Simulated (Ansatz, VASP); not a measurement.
## One calculation of MnO2, two programs

```xyz
3
Lattice="0.0000 2.3632 2.3632 2.3632 0.0000 2.3632 2.3632 2.3632 0.0000" Properties=species:S:1:pos:R:3 pbc="T T T"
Mn    0.0000    0.0000    0.0000
O     1.1816    1.1816    1.1816
O     3.5448    3.5448    3.5448
```

Alike in both runs: task single point; functional PBE; k mesh 6 × 6 × 6; occupations gaussian, width 0.1 eV; collinear spin.

|  | VASP | Ansatz |
| --- | --- | --- |
| version | VASP 6.6.1 | Ansatz 0.2.0 |
| potentials or method | VASP PAW PBE potentials, release 64 (Mn_pv, O), cutoff 520 eV | scalar-relativistic, plane waves, PAW |
| valence electrons in the cell | 25 | 27 |

Ansatz gave:

* gap on the k mesh at the Fermi level (eV): none
* pressure (GPa): 6.9
* net moment per atom (μB): 1.00
* size of the moment on the site where the two differ most (μB): 2.88

What did VASP give for the same quantities?

gap on the k mesh at the Fermi level (eV): none; pressure (GPa): 7.7; net moment per atom (μB): 1.00; size of the moment on the site where the two differ most (μB): 3.17.

Site moments also hang on the region over which each program counts them. A gap of «none» marks a metal or a gap that the smearing closes. VASP's potentials hold 25 valence electrons a cell and Ansatz's 27, so a difference there can come from the potentials and not from the codes.

The k mesh is coarse, so the values compare programs but aren't converged.
